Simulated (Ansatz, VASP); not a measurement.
One calculation of HfO2, two programs

```
Hf O
1.0
     3.57682    0.00000    0.00000
     0.00000    3.57682    0.00000
     0.00000    0.00000    4.81247
Hf O
2 4
Direct
  0.50000 0.50000 0.50000
  0.00000 0.00000 0.00000
  0.00000 0.50000 0.69616
  0.50000 0.00000 0.80384
  0.50000 0.00000 0.30384
  0.00000 0.50000 0.19616
```

Change from the starting cell: strain -0.0750 x Voigt [0, 0, 1, 0, 0, 0], atoms carried along.

Alike in both runs: task single point; functional r2SCAN; k mesh 6 × 6 × 6; occupations gaussian, width 0.05 eV; no spin polarisation.

|  | VASP | Ansatz |
| --- | --- | --- |
| version | VASP 6.6.1 | Ansatz 0.2.0 |
| potentials or method | VASP PAW PBE potentials, release 64 (Hf_pv, O), cutoff 520 eV | scalar-relativistic, plane waves, PAW |
| valence electrons in the cell | 44 | 76 |

Ansatz gave:

```
gap on the k mesh at the Fermi level (eV)                     : 4.40
least direct gap on the mesh (eV)                             : 4.45
pressure (GPa)                                                : 22.0
traceless stress, the component that is largest in VASP (GPa) : 19.99
rms of the force components (eV/Å)                            : 0.282
```

Question: What did VASP give for the same quantities?

Answer: gap on the k mesh at the Fermi level (eV): 4.38; least direct gap on the mesh (eV): 4.43; pressure (GPa): 17.8; traceless stress, the component that is largest in VASP (GPa): 20.56; rms of the force components (eV/Å): 0.261.

VASP's potentials were made for PBE, not for r2SCAN. Atom by atom the forces differ by 0.022 eV/Å (rms over components). VASP's potentials hold 44 valence electrons a cell and Ansatz's 76, so a difference there can come from the potentials and not from the codes.

Neither program's run includes spin-orbit coupling.
